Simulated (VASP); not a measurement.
# Ag: relaxation of shape and atoms at fixed volume with PBE

The system is Ag.

```xyz
1
Lattice="2.5031 0.0000 0.0000 -1.2515 2.1677 0.0000 0.0000 0.0000 2.4346" Properties=species:S:1:pos:R:3 pbc="T T T"
Ag    0.0000    0.0000    0.0000
```

| Quantity | Value |
| --- | --- |
| Program | VASP 6.6.1 |
| Task | relaxation of shape and atoms at fixed volume |
| Functional | PBE |
| Potentials or basis | VASP PAW PBE potentials, release 64 (Ag) |
| Cutoff | 600 eV |
| k mesh | 15 × 15 × 14 |
| Occupations | fermi-dirac, width 0.08 eV |
| Spin | no spin polarisation |
| Dipole correction | no |
| Further INCAR settings | ALGO = Normal; EDIFF = 1e-06; IBRION = 2; EDIFFG = -0.005; NSW = 50; ISIF = 4 |

```json
{
  "Energy gained by relaxing": "3.7 meV/atom",
  "Ionic steps": "6",
  "Pressure after relaxing": "86.8 GPa"
}
```

Step by step:
```csv
step,energy change (eV),largest force (eV/Å),pressure (GPa),volume (Å³)
1,0.0000,0.0000,87.06,13.21
2,0.0234,0.0000,87.30,13.21
3,-0.0037,0.0000,86.80,13.21
4,-0.0037,0.0000,86.81,13.21
5,-0.0037,0.0000,86.82,13.21
6,-0.0037,0.0000,86.81,13.21
```

Final structure:
```
CELL_PARAMETERS angstrom
2.51331 0.00000 0.00000
-1.25665 2.17659 0.00000
0.00000 0.00000 2.41482
ATOMIC_POSITIONS crystal
Ag 0.00000 0.00000 0.00000
```

Levels at points of the mesh, in eV from the Fermi level:
```csv
k point,band 4,band 5,band 6,band 7,band 8,band 9
"(0.00, 0.00, 0.00)",-6.07,-2.91,-2.91,16.11,16.74,23.21
"(0.00, 0.00, 0.50)",-4.67,-4.67,-2.41,3.48,20.25,23.73
```

Wall time 51 s on 1 thread of Intel(R) Xeon(R) Platinum 8259CL CPU @ 2.50GHz (Skylake/Cascade Lake), with other jobs on the host, peak memory 0.15 GiB.
